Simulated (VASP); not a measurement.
Here is a VASP 6.6.1 calculation.

File INCAR:

```
PREC     = Accurate       # precision mode
ENCUT    = 520            # plane-wave cutoff, eV
EDIFF    = 1E-6           # SCF threshold, eV
ISMEAR   = 0              # smearing method
SIGMA    = 0.01           # smearing width, eV
LREAL    = False          # projectors in reciprocal space
LASPH    = True           # aspherical terms in the spheres
NELM     = 100            # most SCF steps
ALGO     = Normal         # electronic algorithm
ISIF     = 2              # what is computed and relaxed
LWAVE    = False          # write WAVECAR
LCHARG   = False          # write CHGCAR
GGA      = PE             # functional
NBANDS   = 17             # bands
```

KPOINTS

```
Automatic mesh
0
Gamma
  6 6 6
```

POSCAR

```
PbSe
1.0
    0.0000000000      3.0887022195      3.0887022195
    3.0887022195      0.0000000000      3.0887022195
    3.0887022195      3.0887022195      0.0000000000
Pb Se
1 1
Direct
    0.0000000000      0.0000000000      0.0000000000
    0.5000000000      0.5000000000      0.5000000000
```

Potentials or basis: VASP PAW PBE potentials, release 64 (Pb_d, Se).

The run is started by

```console
$ cat potpaw_PBE.64/Pb_d/POTCAR potpaw_PBE.64/Se/POTCAR > POTCAR
$ mpirun -np 1 vasp_std > vasp.out
```

**Question.** Estimate the pressure.

**Answer.** 0.9 GPa.

**Question.** What does it give for the band gap on the k mesh?

**Answer.** 0.38 eV, direct.

Caveat: spin-orbit coupling is left out, which moves the levels of the heavy elements. A k mesh can miss the band edges.
